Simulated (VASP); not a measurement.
# Ge (Fd-3m) in VASP: further runs

The runs below take Ge through single point, relaxation of cell and atoms, with PBE.

Everything below comes from runs of VASP 6.6.1. Logs are shortened: lines on timing, memory, paths and dates and some standing lists are left out, and cuts for length are marked.

**What was measured.**

From “Temperature-dependent photoluminescence in Ge: experiment and theory”, 2020, arxiv:2003.00143, for a bulk crystal of Ge at 0 K: band gap 0.744 eV (indirect).

The runs below are set against these values where they give the same quantity.

### 1 The cell of the first run

It takes space group Fd-3m (No. 227, cubic). The conventional cell has a = 5.860 Å, b = 5.860 Å, c = 5.860 Å, α = 90.00°, β = 90.00°, γ = 90.00°. Within 3.3 Å of Ge (site symmetry -43m) lie 4 Ge at 2.54 Å.

### 2 Single point, PBE (strained)

Input file INCAR:

```
PREC     = Accurate       # precision mode
ENCUT    = 520            # plane-wave cutoff, eV
EDIFF    = 1E-6           # SCF threshold, eV
ISMEAR   = 0              # smearing method
SIGMA    = 0.1            # smearing width, eV
LREAL    = False          # projectors in reciprocal space
LASPH    = True           # aspherical terms in the spheres
NELM     = 80             # most SCF steps
ALGO     = Normal         # electronic algorithm
ISIF     = 2              # what is computed and relaxed
LWAVE    = False          # write WAVECAR
LCHARG   = True           # write CHGCAR
GGA      = PE             # functional
LELF     = True           # ELF
LVHAR    = True         
NBANDS   = 21             # bands
```

Input file KPOINTS:

```
Automatic mesh
0
Gamma
  14 14 14
```

Input file POSCAR:

```
Ge
1.0
    0.0000000000      2.9298702398      2.9298702398
    2.9298702398      0.0000000000      2.9298702398
    2.9298702398      2.9298702398      0.0000000000
Ge
2
Direct
    0.5000000000      0.5000000000      0.5000000000
    0.7500000000      0.7500000000      0.7500000000
```

Potentials or basis: VASP PAW PBE potentials, release 64 (Ge_d).

Run with:

```console
$ cat potpaw_PBE.64/Ge_d/POTCAR > POTCAR
$ mpirun -np 1 vasp_std > vasp.out
```

OUTCAR:

```text
PREC = Accurate
   ENCUT = 520
   EDIFF = 1E-6
   ISMEAR = 0
   LREAL = False
   LASPH = True
   NELM = 80
   ISIF = 2
   GGA = PE

 ion  position               nearest neighbor table
   1  0.500  0.500  0.500-   2 2.54   2 2.54   2 2.54   2 2.54
   2  0.750  0.750  0.750-   1 2.54   1 2.54   1 2.54   1 2.54

  LATTYP: Found a face centered cubic cell.
 ALAT       =     5.8597404796

  Lattice vectors:

 A1 = (   0.0000000000,   2.9298702398,   2.9298702398)
 A2 = (   2.9298702398,   0.0000000000,   2.9298702398)
 A3 = (   2.9298702398,   2.9298702398,   0.0000000000)

Analysis of symmetry for initial positions (statically):
=====================================================================
 Subroutine PRICEL returns:
 Original cell was already a primitive cell.

 Routine SETGRP: Setting up the symmetry group for a
 face centered cubic supercell.

 Subroutine GETGRP returns: Found 48 space group operations
 (whereof 24 operations were pure point group operations)
 out of a pool of 48 trial point group operations.

The static configuration has the point symmetry T_d .
 The point group associated with its full space group is O_h .

Analysis of symmetry for dynamics (positions and initial velocities):
=====================================================================
 Subroutine PRICEL returns:
 Original cell was already a primitive cell.

 Routine SETGRP: Setting up the symmetry group for a
 face centered cubic supercell.

 Subroutine GETGRP returns: Found 48 space group operations
 (whereof 24 operations were pure point group operations)
 out of a pool of 48 trial point group operations.

The dynamic configuration has the point symmetry T_d .
 The point group associated with its full space group is O_h .

 Subroutine INISYM returns: Found 48 space group operations
 (whereof 24 operations are pure point group operations),
 and found     1 'primitive' translations

----------------------------------------------------------------------------------------

                                     Primitive cell

  volume of cell :      50.3008

  direct lattice vectors                    reciprocal lattice vectors
     0.000000000  2.929870240  2.929870240    -0.170656022  0.170656022  0.170656022
     2.929870240  0.000000000  2.929870240     0.170656022 -0.170656022  0.170656022
     2.929870240  2.929870240  0.000000000     0.170656022  0.170656022 -0.170656022

  length of vectors
     4.143462229  4.143462229  4.143462229     0.295584901  0.295584901  0.295584901

  position of ions in fractional coordinates (direct lattice)
     0.500000000  0.500000000  0.500000000
     0.750000000  0.750000000  0.750000000

  ion indices of the primitive-cell ions
   primitive index   ion index
                 1           1
                 2           2

----------------------------------------------------------------------------------------

 KPOINTS: Automatic mesh

Automatic generation of k-mesh.
 Grid dimensions read from file:
 generate k-points for:   14   14   14

 Generating k-lattice:

  Cartesian coordinates                     Fractional coordinates (reciprocal lattice)
    -0.012189716  0.012189716  0.012189716     0.071428571  0.000000000  0.000000000
     0.012189716 -0.012189716  0.012189716     0.000000000  0.071428571  0.000000000
     0.012189716  0.012189716 -0.012189716     0.000000000  0.000000000  0.071428571

  Length of vectors
     0.021113207  0.021113207  0.021113207

  Shift w.r.t. Gamma in fractional coordinates (k-lattice)
     0.000000000  0.000000000  0.000000000

 Subroutine IBZKPT returns following result:
 ===========================================

 Found    104 irreducible k-points:

 Following reciprocal coordinates:
            Coordinates               Weight
  0.000000  0.000000  0.000000      1.000000
  0.071429  0.000000  0.000000      8.000000
  0.142857  0.000000  0.000000      8.000000
  0.214286  0.000000  0.000000      8.000000
  0.285714  0.000000  0.000000      8.000000
  0.357143  0.000000  0.000000      8.000000
[... 16 lines left out ...]
  0.214286  0.142857  0.000000     24.000000
  0.285714  0.142857  0.000000     24.000000
 [... further k-points ...]
   k-points           NKPTS =    104   k-points in BZ     NKDIM =    104   number of bands    NBANDS=     21
   number of dos      NEDOS =    301   number of ions     NIONS =      2
   total plane-waves  NPLWV =  32768
   dimension x,y,z NGX =    32 NGY =   32 NGZ =   32
   dimension x,y,z NGXF=    64 NGYF=   64 NGZF=   64
   ions per type =               2
   NGX,Y,Z   is equivalent  to a cutoff of  12.84, 12.84, 12.84 a.u.
   NGXF,Y,Z  is equivalent  to a cutoff of  25.68, 25.68, 25.68 a.u.
 SYSTEM =  unknown system
   PREC   = accura    normal or accurate (medium, high low for compatibility)
   ISTART =      0    job   : 0-new  1-cont  2-samecut
   ICHARG =      2    charge: 1-file 2-atom 10-const
   ISPIN  =      1    spin polarized calculation?
   LNONCOLLINEAR =      F non collinear calculations
   LSORBIT =      F    spin-orbit coupling
   LASPH  =      T    aspherical Exc in radial PAW
   ENCUT  =  520.0 eV  38.22 Ry    6.18 a.u.   7.70  7.70  7.70*2*pi/ulx,y,z
   NELM   =     80;   NELMIN=  2; NELMDL= -5     # of ELM steps
   EDIFF  = 0.1E-05   stopping-criterion for ELM
   LREAL  =      F    real-space projection
   EDIFFG = 0.1E-04   stopping-criterion for IOM
   NSW    =      0    number of steps for IOM
   IBRION =     -1    ionic relax: 0-MD 1-quasi-New 2-CG
   NFREE  =      0    steps in history (QN), initial steepest desc. (CG)
   ISIF   =      2    stress and relaxation
   ISYM   =      2    0-nonsym 1-usesym 2-fastsym
   POTIM  = 0.5000    time-step for ionic-motion
   TEBEG  =    0.0;   TEEND  =   0.0 temperature during run
   PSTRESS=    0.0 pullay stress
   NELECT =      28.0000    total number of electrons
   NUPDOWN=      -1.0000    fix difference up-down
   EMIN   =  10.00;   EMAX   =-10.00  energy-range for DOS
   EFERMI =   0.00;   METHOD = LEGACY
   ISMEAR =     0;   SIGMA  =   0.10  broadening in eV -4-tet -1-fermi 0-gaus
   EFERMI_NEDOS =   21; number of points for ismear=-14 and -15
   IALGO  =     38    algorithm
   IMIX   =      4    mixing-type and parameters
     AMIX     =   0.40;   BMIX     =  1.00
     AMIX_MAG =   1.60;   BMIX_MAG =  1.00
  volume/ion in A,a.u.               =      25.15       169.72
  Fermi-wavevector in a.u.,A,eV,Ry     =   1.346695  2.544884 24.675341  1.813586
  Thomas-Fermi vector in A             =   2.474506
   LORBIT       =      0    0 simple, 1 ext, 2 COOP (PROOUT), +10 PAW based schemes
   GGA     = PE    functional components
   LHFCALC =     F    Hartree Fock is set to
   AEXX    =    0.0000 exact exchange contribution
   IVDW    =     0    specifies the selected vdW correction
   LEPSILON=     F    determine dielectric tensor
   LRPA    =     F    only Hartree local field effects (RPA)
 non-spin polarized calculation
 Gauss-broadening in eV      SIGMA  =   0.10
  energy-cutoff  :      520.00
  volume of cell :       50.30
 maximum number of plane-waves:      1375
   NGX = 15   NGY = 15   NGZ = 15

 number of electron      27.9999969 magnetization

 Free energy of the ion-electron system (eV)
  ---------------------------------------------------
  ext. energy  EPLUGINS =         0.00000000
  ---------------------------------------------------
  free energy    TOTEN  =        -9.01536810 eV

  energy without entropy =       -9.01459148  energy(sigma->0) =       -9.01497979

 E-fermi :   3.9615     XC(G=0):  -9.4365

 val. band max:        3.9478087601   @ k =   0.4286   0.0000   0.0000
 cond. band min:       4.0209427695   @ k =   0.0000   0.0000   0.0000
 fundamental gap:      0.0731340094
 Fermi energy:         3.9614576162

 k-point     1 :       0.0000    0.0000    0.0000
  band No.  band energies     occupation
      1     -20.6737      2.00000
      2     -20.6737      2.00000
      3     -20.6737      2.00000
      4     -20.6450      2.00000
      5     -20.6450      2.00000
      6     -20.4849      2.00000
[... 13 lines left out ...]
     20      13.2266      0.00000
     21      13.2266      0.00000

 k-point     2 :       0.0714    0.0000    0.0000
  band No.  band energies     occupation
      1     -20.6760      2.00000
      2     -20.6760      2.00000
      3     -20.6730      2.00000
      4     -20.6418      2.00000
      5     -20.6418      2.00000
      6     -20.4903      2.00000
[... 13 lines left out ...]
     20      12.8273      0.00000
     21      12.8273      0.00000

 k-point     3 :       0.1429    0.0000    0.0000
  band No.  band energies     occupation
      1     -20.6808      2.00000
      2     -20.6808      2.00000
      3     -20.6711      2.00000
      4     -20.6348      2.00000
      5     -20.6348      2.00000
      6     -20.4975      2.00000
[... 13 lines left out ...]
     20      12.3327      0.00000
     21      12.3327      0.00000

 k-point     4 :       0.2143    0.0000    0.0000
  band No.  band energies     occupation
      1     -20.6854      2.00000
      2     -20.6854      2.00000
      3     -20.6683      2.00000
      4     -20.6273      2.00000
      5     -20.6273      2.00000
      6     -20.5041      2.00000
[... 13 lines left out ...]
     20      12.1334      0.00000
     21      12.1334      0.00000

 k-point     5 :       0.2857    0.0000    0.0000
  band No.  band energies     occupation
      1     -20.6889      2.00000
      2     -20.6889      2.00000
      3     -20.6652      2.00000
      4     -20.6209      2.00000
      5     -20.6209      2.00000
      6     -20.5092      2.00000
[... 13 lines left out ...]
     20      12.3517      0.00000
     21      12.3517      0.00000
[... 382 lines left out ...]
     20      12.1776      0.00000
     21      12.6933      0.00000

 k-point    22 :       0.1429    0.1429    0.0000
  band No.  band energies     occupation
      1     -20.6793      2.00000
      2     -20.6793      2.00000
      3     -20.6790      2.00000
      4     -20.6364      2.00000
      5     -20.6236      2.00000
      6     -20.5169      2.00000
[... 13 lines left out ...]
     20      11.6035      0.00000
     21      13.5538      0.00000

 k-point    23 :       0.2143    0.1429    0.0000
  band No.  band energies     occupation
      1     -20.6859      2.00000
      2     -20.6827      2.00000
      3     -20.6748      2.00000
      4     -20.6308      2.00000
      5     -20.6146      2.00000
      6     -20.5267      2.00000
[... 13 lines left out ...]
     20      12.3182      0.00000
     21      13.4992      0.00000

 k-point    24 :       0.2857    0.1429    0.0000
  band No.  band energies     occupation
      1     -20.6922      2.00000
      2     -20.6865      2.00000
      3     -20.6686      2.00000
      4     -20.6239      2.00000
      5     -20.6066      2.00000
      6     -20.5342      2.00000
[... 13 lines left out ...]
     20      12.9395      0.00000
     21      13.5308      0.00000

 [... further k-points ...]

------------------------ aborting loop because EDIFF is reached ----------------------------------------

  FORCE on cell =-STRESS in cart. coord.  units (eV):
  Direction    XX          YY          ZZ          XY          YZ          ZX
  --------------------------------------------------------------------------------------
  -------------------------------------------------------------------------------------
  Total       -0.8528952     -0.8528952     -0.8528952     -0.0000000      0.0000000      0.0000000
  in kB      -27.1663380    -27.1663380    -27.1663380     -0.0000000      0.0000000      0.0000000
  external PRESSURE =     -27.1663380 kB  Pullay stress =       0.0000000 kB

 VOLUME and BASIS-vectors are now :
 -----------------------------------------------------------------------------
  energy-cutoff  :      520.00
  volume of cell :       50.30
      direct lattice vectors                 reciprocal lattice vectors
     0.000000000  2.929870240  2.929870240    -0.170656022  0.170656022  0.170656022
     2.929870240  0.000000000  2.929870240     0.170656022 -0.170656022  0.170656022
     2.929870240  2.929870240  0.000000000     0.170656022  0.170656022 -0.170656022

 POSITION                                       TOTAL-FORCE (eV/Angst)
 -----------------------------------------------------------------------------------
      2.92987      2.92987      2.92987        -0.000000     -0.000000     -0.000000
      4.39481      4.39481      4.39481         0.000000      0.000000      0.000000
 -----------------------------------------------------------------------------------
    total drift:                               -0.000000     -0.000000      0.000000

  FREE ENERGIE OF THE ION-ELECTRON SYSTEM (eV)
  ---------------------------------------------------
  free  energy   TOTEN  =        -9.0153681045 eV

  energy  without entropy=       -9.0145914799  energy(sigma->0) =       -9.01497979
```

Run time: 56 s. Hardware: 1 thread of AMD EPYC 9R45 (Zen 5), shared host; peak memory 0.2 GiB.

What came out:

```yaml
Free_energy: -9.0154 eV
Pressure: -2.7 GPa
Band_gap_on_the_k_mesh: zero (bands 14 and 15 overlap by 0.11 eV)
```

Levels at points of the mesh, in eV from the Fermi level:
```
           k point  band 12  band 13  band 14  band 15  band 16  band 17
(0.00, 0.00, 0.00)    -0.83     0.06     0.06     0.06     2.56     2.56
(0.50, 0.00, 0.00)    -7.10    -1.19    -1.19    -0.05     3.74     3.74
(0.50, 0.50, 0.00)    -8.46    -2.67    -2.67     0.93     0.93     8.73
```

Caveat: the cell differs from its parent crystal (strained); semilocal functionals underestimate gaps, so a narrow gap can read as zero.

[end of part 1 of 2]
